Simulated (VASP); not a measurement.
# Cu (I4/mmm) in VASP: further runs

Cu is run at these levels: PBE; tasks: single point.

All numbers are computed with VASP 6.6.1; they aren't measurements. Logs are shortened: lines on timing, memory, paths and dates and some standing lists are left out, and cuts for length are marked.

## 1. The cell of the first run

Symmetry: I4/mmm, No. 139, tetragonal system. Conventional cell: a = 2.922 Å, b = 2.922 Å, c = 2.776 Å, α = 90.00°, β = 90.00°, γ = 90.00°. Cu (site symmetry 4/mmm) has 14 Cu at 2.49 to 2.92 Å within 3.3 Å.

## 2. Single point, PBE (biaxial strain in the a-b plane: -1.0 %)

INCAR

```
SYSTEM = Cu
ALGO     = Fast           ! electronic algorithm
EDIFF    = 1E-6           ! SCF threshold, eV
ENCUT    = 520            ! plane-wave cutoff, eV
GGA      = PE             ! functional
ISIF     = 2              ! what is computed and relaxed
ISMEAR   = 0              ! smearing method
LASPH    = .TRUE.         ! aspherical terms in the spheres
LCHARG   = .TRUE.         ! write CHGCAR
LELF     = .TRUE.         ! ELF
LREAL    = .FALSE.        ! projectors in reciprocal space
LVHAR    = .TRUE.       
LWAVE    = .FALSE.        ! write WAVECAR
NBANDS   = 18             ! bands
NELM     = 100            ! most SCF steps
PREC     = Accurate       ! precision mode
SIGMA    = 0.1            ! smearing width, eV
```

KPOINTS

```
k-points
0
G
  14 14 16
  0 0 0
```

POSCAR

```
Cu
1.0
    2.9215512269      0.0000000000      0.0000000000
    0.0000000000      2.9215512269      0.0000000000
    0.0000000000      0.0000000000      2.7756654569
Cu
2
Direct
    0.0000000000      0.0000000000      0.0000000000
    0.5000000000      0.5000000000      0.5000000000
```

Potentials or basis: VASP PAW PBE potentials, release 64 (Cu).

The run is started by

```bash
$ cat potpaw_PBE.64/Cu/POTCAR > POTCAR
$ mpirun -np 1 vasp_std > vasp.out
```

OUTCAR:

```text
SYSTEM = Cu
   EDIFF = 1E-6
   ENCUT = 520
   GGA = PE
   ISIF = 2
   ISMEAR = 0
   LASPH = .TRUE.
   LREAL = .FALSE.
   NELM = 100
   PREC = Accurate

 ion  position               nearest neighbor table
   1  0.000  0.000  0.000-   2 2.49   2 2.49   2 2.49   2 2.49   2 2.49   2 2.49   2 2.49   2 2.49

   2  0.500  0.500  0.500-   1 2.49   1 2.49   1 2.49   1 2.49   1 2.49   1 2.49   1 2.49   1 2.49

  LATTYP: Found a simple tetragonal cell.
 ALAT       =     2.9215512269
 C/A-ratio  =     0.9500656471

  Lattice vectors:

 A1 = (   2.9215512269,   0.0000000000,   0.0000000000)
 A2 = (   0.0000000000,   2.9215512269,   0.0000000000)
 A3 = (   0.0000000000,   0.0000000000,   2.7756654569)

Analysis of symmetry for initial positions (statically):
=====================================================================
 Subroutine PRICEL returns following result:

  LATTYP: Found a body centered tetragonal cell.
 ALAT       =     2.9215512269
 C/A-ratio  =     0.9500656471

  Lattice vectors:

 A1 = (  -1.4607756135,  -1.4607756135,  -1.3878327285)
 A2 = (   1.4607756135,   1.4607756135,  -1.3878327285)
 A3 = (   1.4607756135,  -1.4607756135,   1.3878327285)

   2 primitive cells build up your supercell.

 Routine SETGRP: Setting up the symmetry group for a
 simple tetragonal supercell.

 Subroutine GETGRP returns: Found 16 space group operations
 (whereof 16 operations were pure point group operations)
 out of a pool of 16 trial point group operations.

The static configuration has the point symmetry D_4h.

Analysis of symmetry for dynamics (positions and initial velocities):
=====================================================================
 Subroutine PRICEL returns following result:

  LATTYP: Found a body centered tetragonal cell.
 ALAT       =     2.9215512269
 C/A-ratio  =     0.9500656471

  Lattice vectors:

 A1 = (  -1.4607756135,  -1.4607756135,  -1.3878327285)
 A2 = (   1.4607756135,   1.4607756135,  -1.3878327285)
 A3 = (   1.4607756135,  -1.4607756135,   1.3878327285)

   2 primitive cells build up your supercell.

 Routine SETGRP: Setting up the symmetry group for a
 simple tetragonal supercell.

 Subroutine GETGRP returns: Found 16 space group operations
 (whereof 16 operations were pure point group operations)
 out of a pool of 16 trial point group operations.

The dynamic configuration has the point symmetry D_4h.

 Subroutine INISYM returns: Found 16 space group operations
 (whereof 16 operations are pure point group operations),
 and found     2 'primitive' translations

----------------------------------------------------------------------------------------

                                     Primitive cell

  volume of cell :      11.8458

  direct lattice vectors                    reciprocal lattice vectors
    -1.460775613 -1.460775613 -1.387832728     0.000000000 -0.342283918 -0.360273965
     1.460775613  1.460775613 -1.387832728     0.342283918  0.000000000 -0.360273965
     1.460775613 -1.460775613  1.387832728     0.342283918 -0.342283918  0.000000000

  length of vectors
     2.488736721  2.488736721  2.488736721     0.496946285  0.496946285  0.484062559

  position of ions in fractional coordinates (direct lattice)
     0.000000000  0.000000000  0.000000000

  ion indices of the primitive-cell ions
   primitive index   ion index
                 1           1

----------------------------------------------------------------------------------------

 KPOINTS: k-points

Automatic generation of k-mesh.
 Grid dimensions read from file:
 generate k-points for:   14   14   16

 Generating k-lattice:

  Cartesian coordinates                     Fractional coordinates (reciprocal lattice)
     0.024448851  0.000000000  0.000000000     0.071428571  0.000000000  0.000000000
     0.000000000  0.024448851  0.000000000     0.000000000  0.071428571  0.000000000
     0.000000000  0.000000000  0.022517123     0.000000000  0.000000000  0.062500000

  Length of vectors
     0.024448851  0.024448851  0.022517123

  Shift w.r.t. Gamma in fractional coordinates (k-lattice)
     0.000000000  0.000000000  0.000000000

 Subroutine IBZKPT returns following result:
 ===========================================

 Found    324 irreducible k-points:

 Following reciprocal coordinates:
            Coordinates               Weight
  0.000000  0.000000  0.000000      1.000000
  0.071429  0.000000  0.000000      4.000000
  0.142857  0.000000  0.000000      4.000000
  0.214286  0.000000  0.000000      4.000000
  0.285714  0.000000  0.000000      4.000000
  0.357143  0.000000  0.000000      4.000000
[... 16 lines left out ...]
  0.285714  0.214286  0.000000      8.000000
  0.357143  0.214286  0.000000      8.000000
 [... further k-points ...]
   k-points           NKPTS =    324   k-points in BZ     NKDIM =    324   number of bands    NBANDS=     18
   number of dos      NEDOS =    301   number of ions     NIONS =      2
   total plane-waves  NPLWV =  13824
   dimension x,y,z NGX =    24 NGY =   24 NGZ =   24
   dimension x,y,z NGXF=    48 NGYF=   48 NGZF=   48
   ions per type =               2
   NGX,Y,Z   is equivalent  to a cutoff of  13.66, 13.66, 14.37 a.u.
   NGXF,Y,Z  is equivalent  to a cutoff of  27.31, 27.31, 28.75 a.u.
 SYSTEM =  Cu
   PREC   = accura    normal or accurate (medium, high low for compatibility)
   ISTART =      0    job   : 0-new  1-cont  2-samecut
   ICHARG =      2    charge: 1-file 2-atom 10-const
   ISPIN  =      1    spin polarized calculation?
   LNONCOLLINEAR =      F non collinear calculations
   LSORBIT =      F    spin-orbit coupling
   LASPH  =      T    aspherical Exc in radial PAW
   ENCUT  =  520.0 eV  38.22 Ry    6.18 a.u.   5.43  5.43  5.16*2*pi/ulx,y,z
   NELM   =    100;   NELMIN=  2; NELMDL= -5     # of ELM steps
   EDIFF  = 0.1E-05   stopping-criterion for ELM
   LREAL  =      F    real-space projection
   EDIFFG = 0.1E-04   stopping-criterion for IOM
   NSW    =      0    number of steps for IOM
   IBRION =     -1    ionic relax: 0-MD 1-quasi-New 2-CG
   NFREE  =      0    steps in history (QN), initial steepest desc. (CG)
   ISIF   =      2    stress and relaxation
   ISYM   =      2    0-nonsym 1-usesym 2-fastsym
   POTIM  = 0.5000    time-step for ionic-motion
   TEBEG  =    0.0;   TEEND  =   0.0 temperature during run
   PSTRESS=    0.0 pullay stress
   NELECT =      22.0000    total number of electrons
   NUPDOWN=      -1.0000    fix difference up-down
   EMIN   =  10.00;   EMAX   =-10.00  energy-range for DOS
   EFERMI =   0.00;   METHOD = LEGACY
   ISMEAR =     0;   SIGMA  =   0.10  broadening in eV -4-tet -1-fermi 0-gaus
   EFERMI_NEDOS =   21; number of points for ismear=-14 and -15
   IALGO  =     68    algorithm
   IMIX   =      4    mixing-type and parameters
     AMIX     =   0.40;   BMIX     =  1.00
     AMIX_MAG =   1.60;   BMIX_MAG =  1.00
  volume/ion in A,a.u.               =      11.85        79.94
  Fermi-wavevector in a.u.,A,eV,Ry     =   1.597170  3.018213 34.707788  2.550950
  Thomas-Fermi vector in A             =   2.694818
   LORBIT       =      0    0 simple, 1 ext, 2 COOP (PROOUT), +10 PAW based schemes
   GGA     = PE    functional components
   LHFCALC =     F    Hartree Fock is set to
   AEXX    =    0.0000 exact exchange contribution
   IVDW    =     0    specifies the selected vdW correction
   LEPSILON=     F    determine dielectric tensor
   LRPA    =     F    only Hartree local field effects (RPA)
 non-spin polarized calculation
 RMM-DIIS sequential band-by-band and
 Gauss-broadening in eV      SIGMA  =   0.10
  energy-cutoff  :      520.00
  volume of cell :       23.69
 maximum number of plane-waves:       657
 NGX is ok and might be reduce to    24
   NGX = 11   NGY = 11   NGZ = 11

 number of electron      22.0000012 magnetization

 Free energy of the ion-electron system (eV)
  ---------------------------------------------------
  ext. energy  EPLUGINS =         0.00000000
  ---------------------------------------------------
  free energy    TOTEN  =        -7.38494236 eV

  energy without entropy =       -7.38217841  energy(sigma->0) =       -7.38356039

 E-fermi :   7.5666     XC(G=0): -12.7095

 val. band max:        7.5623278685   @ k =   0.4286   0.1429   0.4375
 cond. band min:       7.5904895476   @ k =   0.4286   0.3571   0.0000
 fundamental gap:      0.0281616791
 Fermi energy:         7.5666355948

 k-point     1 :       0.0000    0.0000    0.0000
  band No.  band energies     occupation
      1      -1.7742      2.00000
      2       2.9128      2.00000
      3       2.9617      2.00000
      4       4.3282      2.00000
      5       4.5293      2.00000
      6       4.5293      2.00000
[... 10 lines left out ...]
     17      23.8331      0.00000
     18      32.0379      0.00000

 k-point     2 :       0.0714    0.0000    0.0000
  band No.  band energies     occupation
      1      -1.6792      2.00000
      2       2.9402      2.00000
      3       2.9900      2.00000
      4       4.3305      2.00000
      5       4.5313      2.00000
      6       4.5476      2.00000
[... 10 lines left out ...]
     17      24.0371      0.00000
     18      31.2270      0.00000

 k-point     3 :       0.1429    0.0000    0.0000
  band No.  band energies     occupation
      1      -1.3967      2.00000
      2       3.0103      2.00000
      3       3.0770      2.00000
      4       4.3396      2.00000
      5       4.5391      2.00000
      6       4.6015      2.00000
[... 10 lines left out ...]
     17      25.1094      0.00000
     18      29.6916      0.00000

 k-point     4 :       0.2143    0.0000    0.0000
  band No.  band energies     occupation
      1      -0.9341      2.00000
      2       3.0908      2.00000
      3       3.2246      2.00000
      4       4.3604      2.00000
      5       4.5573      2.00000
      6       4.6884      2.00000
[... 375 lines left out ...]
      4       4.2870      2.00000
      5       4.3173      2.00000
      6       5.0665      2.00000
[... 10 lines left out ...]
     17      26.6253      0.00000
     18      28.8122      0.00000

 k-point    23 :       0.2857    0.2143    0.0000
  band No.  band energies     occupation
      1       0.4307      2.00000
      2       3.2497      2.00000
      3       3.6328      2.00000
      4       4.2371      2.00000
      5       4.3252      2.00000
      6       4.8385      2.00000
[... 10 lines left out ...]
     17      27.7043      0.00000
     18      28.3491      0.00000

 k-point    24 :       0.3571    0.2143    0.0000
  band No.  band energies     occupation
      1       1.1049      2.00000
      2       3.1323      2.00000
      3       3.8486      2.00000
      4       4.2262      2.00000
      5       4.3466      2.00000
      6       4.6338      2.00000
[... 10 lines left out ...]
     17      27.0466      0.00000
     18      27.3211      0.00000

 [... further k-points ...]

------------------------ aborting loop because EDIFF is reached ----------------------------------------

  FORCE on cell =-STRESS in cart. coord.  units (eV):
  Direction    XX          YY          ZZ          XY          YZ          ZX
  --------------------------------------------------------------------------------------
  -------------------------------------------------------------------------------------
  Total        0.4713519      0.4713519      0.5170779      0.0000000      0.0000000      0.0000000
  in kB       31.8758458     31.8758458     34.9681323      0.0000000      0.0000000      0.0000000
  external PRESSURE =      32.9066080 kB  Pullay stress =       0.0000000 kB

 VOLUME and BASIS-vectors are now :
 -----------------------------------------------------------------------------
  energy-cutoff  :      520.00
  volume of cell :       23.69
      direct lattice vectors                 reciprocal lattice vectors
     2.921551227  0.000000000  0.000000000     0.342283918  0.000000000  0.000000000
     0.000000000  2.921551227  0.000000000     0.000000000  0.342283918  0.000000000
     0.000000000  0.000000000  2.775665457     0.000000000  0.000000000  0.360273965

 POSITION                                       TOTAL-FORCE (eV/Angst)
 -----------------------------------------------------------------------------------
      0.00000      0.00000      0.00000        -0.000000      0.000000     -0.000000
      1.46078      1.46078      1.38783         0.000000     -0.000000      0.000000
 -----------------------------------------------------------------------------------
    total drift:                                0.000000      0.000000     -0.000000

  FREE ENERGIE OF THE ION-ELECTRON SYSTEM (eV)
  ---------------------------------------------------
  free  energy   TOTEN  =        -7.3849423598 eV

  energy  without entropy=       -7.3821784124  energy(sigma->0) =       -7.38356039
```

Wall time 79 s (1 thread of Intel Xeon Platinum 8259CL at 2.50GHz (Skylake/Cascade Lake), shared host); peak memory 0.22 GiB.

What came out:

* Free energy: -7.3849 eV
* Pressure: 3.3 GPa
* Band gap on the k mesh: zero (band 11 reaches 13.81 eV, above the bottom of band 12 at 6.12 eV)

Caveat: the cell differs from its parent crystal (biaxial strain in the a-b plane: -1.0 %).

[end of part 1 of 2]
